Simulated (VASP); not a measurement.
Wanted: the native input for a VASP 6.6.1 run.

```
Task                   : single point
Functional             : PBE
Potentials or basis    : VASP PAW PBE potentials, release 64 (Ir, Cl)
Cutoff                 : 520 eV
k mesh                 : 12 × 12 × 12
Occupations            : gaussian, width 0.1 eV
Spin                   : no spin polarisation
Dipole correction      : no
Further INCAR settings : ALGO = Normal; EDIFF = 1e-07; NBANDS = 25
```

The structure of Ir3Cl lies in POSCAR:

```
Ir3Cl
1.0
    3.9368068109      0.0000000000      0.0000000000
    0.0000000000      3.9368068109      0.0000000000
    0.0000000000      0.0000000000      3.9368068109
Ir Cl
3 1
Direct
    0.0000000000      0.5000000000      0.5000000000
    0.5000000000      0.0000000000      0.5000000000
    0.5000000000      0.5000000000      0.0000000000
    0.0000000000      0.0000000000      0.0000000000
```

The input as run:

INCAR

```
PREC     = Accurate       # precision mode
ENCUT    = 520            # plane-wave cutoff, eV
EDIFF    = 1E-7           # SCF threshold, eV
ISMEAR   = 0              # smearing method
SIGMA    = 0.1            # smearing width, eV
LREAL    = F              # projectors in reciprocal space
LASPH    = T              # aspherical terms in the spheres
NELM     = 80             # most SCF steps
ALGO     = Normal         # electronic algorithm
ISIF     = 2              # what is computed and relaxed
LWAVE    = F              # write WAVECAR
LCHARG   = F              # write CHGCAR
GGA      = PE             # functional
NBANDS   = 25             # bands
```

KPOINTS

```
regular mesh
0
Gamma
  12 12 12
```

Potentials or basis: VASP PAW PBE potentials, release 64 (Ir, Cl).

Command:

```sh
$ cat potpaw_PBE.64/Ir/POTCAR potpaw_PBE.64/Cl/POTCAR > POTCAR
$ mpirun -np 1 vasp_std > vasp.out
```

It gave:

```yaml
Pressure: 0.4 GPa
Band_gap_on_the_k_mesh: zero (bands 17 and 18 overlap by 1.53 eV)
```

Caveat: spin-orbit coupling is left out, which moves the levels of the heavy elements.

Run time: 2.2 min on 1 thread of AMD EPYC 7R43 64-Core Processor (Zen 3), on a shared host, peak memory 0.21 GiB.
